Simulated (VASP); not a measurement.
# Al2Cl (P1) in VASP: a series of runs, part 2 of 2

VASP 6.6.1. The steps go on from the part before.

## 4. Single point, PBE

INCAR reads:

```
PREC     = Accurate       # precision mode
ENCUT    = 520            # plane-wave cutoff, eV
EDIFF    = 1E-6           # SCF threshold, eV
ISMEAR   = 1              # smearing method
SIGMA    = 0.05           # smearing width, eV
LREAL    = F              # projectors in reciprocal space
LASPH    = T              # aspherical terms in the spheres
NELM     = 80             # most SCF steps
ALGO     = Normal         # electronic algorithm
ISIF     = 2              # what is computed and relaxed
LWAVE    = F              # write WAVECAR
LCHARG   = F              # write CHGCAR
GGA      = PE             # functional
NBANDS   = 14             # bands
```

KPOINTS reads:

```
regular mesh
0
Gamma
  5 5 4
```

POSCAR reads:

```
Al2Cl
1.0
    3.7891741700      0.0000000000      0.0000000000
    0.0000000000      3.7891741700      0.0000000000
    0.0000000000      0.0000000000      4.7668408700
Al Cl
2 1
Direct
    0.4999800000      0.0023650000      0.3483520000
   -0.0062180000      0.4843420000      0.3410360000
   -0.0050410000     -0.0057340000      0.3904520000
```

Potentials or basis: VASP PAW PBE potentials, release 64 (Al, Cl).

Command:

```sh
cat potpaw_PBE.64/Al/POTCAR potpaw_PBE.64/Cl/POTCAR > POTCAR
mpirun -np 1 vasp_std > vasp.out
```

OUTCAR:

```text
PREC = Accurate
   ENCUT = 520
   EDIFF = 1E-6
   ISMEAR = 1
   LREAL = F
   LASPH = T
   NELM = 80
   ISIF = 2
   GGA = PE

 ion  position               nearest neighbor table
   1  0.500  0.002  0.348-   3 1.89   3 1.92   2 2.61   2 2.65   2 2.71   2 2.74
   2  0.994  0.484  0.341-   3 1.87   3 1.95   1 2.61   1 2.65   1 2.71   1 2.74
   3  0.995  0.994  0.390-   2 1.87   1 1.89   1 1.92   2 1.95

  LATTYP: Found a simple tetragonal cell.
 ALAT       =     3.7891741700
 C/A-ratio  =     1.2580157723

  Lattice vectors:

 A1 = (   3.7891741700,   0.0000000000,   0.0000000000)
 A2 = (   0.0000000000,   3.7891741700,   0.0000000000)
 A3 = (   0.0000000000,   0.0000000000,   4.7668408700)

Analysis of symmetry for initial positions (statically):
=====================================================================
 Subroutine PRICEL returns:
 Original cell was already a primitive cell.

 Routine SETGRP: Setting up the symmetry group for a
 simple tetragonal supercell.

 Subroutine GETGRP returns: Found  1 space group operations
 (whereof  1 operations were pure point group operations)
 out of a pool of 16 trial point group operations.

The static configuration has the point symmetry C_1 .

Analysis of symmetry for dynamics (positions and initial velocities):
=====================================================================
 Subroutine PRICEL returns:
 Original cell was already a primitive cell.

 Routine SETGRP: Setting up the symmetry group for a
 simple tetragonal supercell.

 Subroutine GETGRP returns: Found  1 space group operations
 (whereof  1 operations were pure point group operations)
 out of a pool of 16 trial point group operations.

The dynamic configuration has the point symmetry C_1 .

 Subroutine INISYM returns: Found  1 space group operations
 (whereof  1 operations are pure point group operations),
 and found     1 'primitive' translations

----------------------------------------------------------------------------------------

[... 126 lines left out ...]
 Methfessel and Paxton  Order N= 1 SIGMA  =   0.05
  energy-cutoff  :      520.00
  volume of cell :       68.44
 maximum number of plane-waves:      1856
   NGX = 15   NGY = 15   NGZ = 17

 number of electron      12.9999998 magnetization

 Free energy of the ion-electron system (eV)
  ---------------------------------------------------
  ext. energy  EPLUGINS =         0.00000000
  ---------------------------------------------------
  free energy    TOTEN  =         1.19573825 eV

  energy without entropy =        1.19727345  energy(sigma->0) =        1.19624998

 E-fermi :   4.9193     XC(G=0):  -8.3358

 val. band max:        4.8978617509   @ k =   0.4000   0.0000   0.0000
 cond. band min:       4.9241835179   @ k =   0.0000  -0.4000   0.2500
 fundamental gap:      0.0263217670
 Fermi energy:         4.9192780922

 k-point     1 :       0.0000    0.0000    0.0000
  band No.  band energies     occupation
      1     -17.5249      2.00000
      2      -6.2008      2.00000
      3      -6.1783      2.00000
      4      -4.2711      2.00000
      5       0.0924      2.00000
      6       4.1382      2.00000
      7       5.6364     -0.00000
      8       7.6005      0.00000
      9       7.6405      0.00000
     10       8.7352      0.00000
     11       8.7713      0.00000
     12      10.1664      0.00000
     13      10.1922      0.00000
     14      10.9251      0.00000
[... 377 lines left out ...]
      1     -17.3344      2.00000
      2      -6.7764      2.00000
      3      -6.6653      2.00000
      4      -4.1975      2.00000
      5       1.5827      2.00000
      6       4.6858      2.00000
      7       5.1342     -0.00000
      8       5.1797     -0.00000
      9       6.6107      0.00000
     10       8.1120      0.00000
     11      10.6915      0.00000
     12      11.2587      0.00000
     13      11.8183      0.00000
     14      12.9208      0.00000

 [... further k-points ...]

------------------------ aborting loop because EDIFF is reached ----------------------------------------

  FORCE on cell =-STRESS in cart. coord.  units (eV):
  Direction    XX          YY          ZZ          XY          YZ          ZX
  --------------------------------------------------------------------------------------
  -------------------------------------------------------------------------------------
  Total       33.4703911     33.0463658     -0.9665358     -0.0144141     -0.6117470      0.2402662
  in kB      783.5226922    773.5965025    -22.6260487     -0.3374269    -14.3206460      5.6244948
  external PRESSURE =     511.4977154 kB  Pullay stress =       0.0000000 kB

 VOLUME and BASIS-vectors are now :
 -----------------------------------------------------------------------------
  energy-cutoff  :      520.00
  volume of cell :       68.44
      direct lattice vectors                 reciprocal lattice vectors
     3.789174170  0.000000000  0.000000000     0.263909748  0.000000000  0.000000000
     0.000000000  3.789174170  0.000000000     0.000000000  0.263909748  0.000000000
     0.000000000  0.000000000  4.766840870     0.000000000  0.000000000  0.209782543

 POSITION                                       TOTAL-FORCE (eV/Angst)
 -----------------------------------------------------------------------------------
      1.89451      0.00896      1.66054        -1.250337      0.149892     -1.928660
      3.76561      1.83526      1.62566         0.030690      2.503385     -2.258685
      3.77007      3.76745      1.86122         1.219647     -2.653277      4.187345
 -----------------------------------------------------------------------------------
    total drift:                                0.000292      0.000204      0.000168

  FREE ENERGIE OF THE ION-ELECTRON SYSTEM (eV)
  ---------------------------------------------------
  free  energy   TOTEN  =         1.1957382508 eV

  energy  without entropy=        1.1972734487  energy(sigma->0) =        1.19624998
```

OSZICAR:

```text
N       E                     dE             d eps       ncg     rms          rms(c)
DAV:   1     0.675947045835E+02    0.67595E+02   -0.50472E+03  1428   0.720E+02
DAV:   2     0.576172767865E+01   -0.61833E+02   -0.58113E+02  1840   0.148E+02
DAV:   3     0.692147386415E+00   -0.50696E+01   -0.50146E+01  1934   0.442E+01
DAV:   4     0.599236793738E+00   -0.92911E-01   -0.92883E-01  1776   0.685E+00
DAV:   5     0.596636282354E+00   -0.26005E-02   -0.26004E-02  1934   0.115E+00    0.305E+01
DAV:   6     0.111112712941E+01    0.51449E+00   -0.50650E-01  1710   0.348E+00    0.170E+01
DAV:   7     0.117628082094E+01    0.65154E-01   -0.44681E-01  1830   0.311E+00    0.195E+00
DAV:   8     0.118695315464E+01    0.10672E-01   -0.16093E-01  1614   0.188E+00    0.697E-01
DAV:   9     0.119615008685E+01    0.91969E-02   -0.20895E-02  1560   0.700E-01    0.165E-01
DAV:  10     0.119588328454E+01   -0.26680E-03   -0.10225E-03  1920   0.175E-01    0.118E-01
DAV:  11     0.119573399030E+01   -0.14929E-03   -0.41578E-04  1578   0.972E-02    0.355E-02
DAV:  12     0.119574235974E+01    0.83694E-05   -0.39305E-05  1812   0.323E-02    0.133E-02
DAV:  13     0.119574022828E+01   -0.21315E-05   -0.44612E-06  1770   0.120E-02    0.676E-03
DAV:  14     0.119573831814E+01   -0.19101E-05   -0.21735E-06  1614   0.722E-03    0.200E-03
DAV:  15     0.119573825083E+01   -0.67314E-07   -0.14991E-07  1110   0.180E-03
   1 F= 0.11957383E+01 E0= 0.11962500E+01  d E =-.153520E-02
```

Run time: 67 s. Hardware: 1 thread of Intel Xeon 8259CL, shared host; peak memory 0.19 GiB.

Results:

```
Free energy            : 1.1957 eV
Pressure               : 51.1 GPa
Largest force          : 5.105 eV/Å
Band gap on the k mesh : zero (an odd number of electrons rules out a gap without spin polarisation)
```

Forces in eV/Å, atoms in the order of the input:
```
Al  -1.250  0.150 -1.929
Al   0.031  2.503 -2.259
Cl   1.220 -2.653  4.187
```

Caveat: the cell stands under pressure; an odd number of electrons without spin polarisation forces a metal; a magnetic or distorted state may lie lower.

## 5. Single point, PBE

INCAR reads:

```
SYSTEM = Al2Cl
ALGO = Normal
EDIFF = 1E-6
ENCUT = 520
GGA = PE
ISIF = 2
ISMEAR = 1
LASPH = .TRUE.
LCHARG = .FALSE.
LREAL = .FALSE.
LWAVE = .FALSE.
NBANDS = 14
NELM = 100
PREC = Accurate
SIGMA = 0.1
```

KPOINTS reads:

```
k-points
0
G
  6 6 5
  0 0 0
```

POSCAR is that of step 4.

Command:

```sh
cat potpaw_PBE.64/Al/POTCAR potpaw_PBE.64/Cl/POTCAR > POTCAR
mpirun -np 1 vasp_std > vasp.out
```

Run time: 1.8 min. Hardware: 1 thread of Intel Xeon 8259CL, shared host; peak memory 0.22 GiB.

Results (log left out):

* Free energy: 1.1178 eV
* Pressure: 51.4 GPa
* Largest force: 5.066 eV/Å
* Band gap on the k mesh: zero (an odd number of electrons rules out a gap without spin polarisation)

Forces in eV/Å, atoms in the order of the input:
```
Al  -1.264  0.130 -1.896
Al   0.036  2.531 -2.236
Cl   1.228 -2.662  4.133
```

Stress tensor (GPa, compression positive):
```
78.28 -0.03  0.57
-0.03 77.50 -1.45
 0.57 -1.45 -1.51
```

Levels at points of the mesh, in eV from the Fermi level:
```csv
k point,band 3,band 4,band 5,band 6,band 7,band 8,band 9,band 10
"(0.00, 0.00, 0.00)",-11.11,-9.21,-4.86,-0.79,0.69,2.66,2.70,3.79
"(0.50, 0.00, 0.00)",-10.98,-8.94,-1.83,-1.74,-0.20,-0.13,2.45,3.73
"(0.00, 0.50, 0.00)",-11.00,-8.93,-1.90,-1.66,-0.20,-0.10,2.52,3.71
"(0.50, 0.50, 0.00)",-12.36,-8.71,-4.49,0.51,0.52,1.98,2.03,4.10
```

Caveat: the cell stands under pressure; an odd number of electrons without spin polarisation forces a metal; a magnetic or distorted state may lie lower.

## 6. Single point, PBE

INCAR reads:

```
PREC     = Accurate       # precision mode
ENCUT    = 520            # plane-wave cutoff, eV
EDIFF    = 1E-7           # SCF threshold, eV
ISMEAR   = 1              # smearing method
SIGMA    = 0.1            # smearing width, eV
LREAL    = False          # projectors in reciprocal space
LASPH    = True           # aspherical terms in the spheres
NELM     = 60             # most SCF steps
ALGO     = Normal         # electronic algorithm
ISIF     = 2              # what is computed and relaxed
LWAVE    = False          # write WAVECAR
LCHARG   = False          # write CHGCAR
GGA      = PE             # functional
NBANDS   = 14             # bands
```

KPOINTS reads:

```
Automatic mesh
0
Gamma
  8 8 6
```

POSCAR is that of step 5.

Potentials or basis: VASP PAW PBE potentials, release 64 (Al, Cl).

Command:

```sh
cat potpaw_PBE.64/Al/POTCAR potpaw_PBE.64/Cl/POTCAR > POTCAR
mpirun -np 1 vasp_std > vasp.out
```

Run time: 4.4 min. Hardware: 1 thread of Intel Xeon 8259CL, shared host; peak memory 0.29 GiB.

The run converged. Its results:

* Free energy: 1.1509 eV
* Pressure: 50.6 GPa
* Largest force: 5.167 eV/Å
* Band gap on the k mesh: zero (an odd number of electrons rules out a gap without spin polarisation)

Forces on the atoms (eV/Å):
```
Al  -1.266  0.133 -1.955
Al   0.035  2.534 -2.296
Cl   1.231 -2.668  4.251
```

Stress tensor (GPa, compression positive):
```
77.20 -0.03  0.57
-0.03 76.54 -1.45
 0.57 -1.45 -1.85
```

Levels at points of the mesh, in eV from the Fermi level:
```
           k point  band 5  band 6  band 7  band 8  band 9  band 10
(0.00, 0.00, 0.00)   -4.85   -0.78    0.72    2.67    2.72     3.81
(0.50, 0.00, 0.00)   -1.81   -1.72   -0.19   -0.11    2.47     3.75
(0.00, 0.50, 0.00)   -1.88   -1.65   -0.20   -0.08    2.55     3.74
(0.50, 0.50, 0.00)   -4.48    0.54    0.55    1.99    2.04     4.13
(0.00, 0.00, 0.50)   -4.43   -0.61   -0.07    2.69    3.40     3.43
(0.50, 0.00, 0.50)   -1.91   -1.31   -0.80   -0.13    2.26     4.48
(0.00, 0.50, 0.50)   -1.91   -1.32   -0.77   -0.14    2.31     4.45
(0.50, 0.50, 0.50)   -4.35   -0.37   -0.36    2.83    2.94     2.96
```

Caveat: the cell stands under pressure; an odd number of electrons without spin polarisation forces a metal; a magnetic or distorted state may lie lower.

## 7. Overview

| k mesh | smearing | gap on the mesh (eV) | pressure (GPa) | largest force (eV/Å) |
| --- | --- | --- | --- | --- |
| 5 × 5 × 4 | fermi-dirac 0.01 eV | none | 51.2 | 5.10 |
| 5 × 5 × 4 | fermi-dirac 0.005 eV | none | 51.1 | 5.10 |
| 5 × 5 × 4 | methfessel-paxton 0.05 eV | none | 51.1 | 5.11 |
| 6 × 6 × 5 | methfessel-paxton 0.1 eV | none | 51.4 | 5.07 |
| 8 × 8 × 6 | methfessel-paxton 0.1 eV | none | 50.6 | 5.17 |

Alike in all rows: task single point; level PBE; potentials or basis VASP PAW PBE potentials, release 64 (Al, Cl); no spin polarisation; cell as given; cutoff (eV) 520.

Caveats: the cell stands under pressure; an odd number of electrons without spin polarisation forces a metal; a magnetic or distorted state may lie lower.

Total energies depend on the potentials used, so only differences within one code and one set of settings carry meaning.
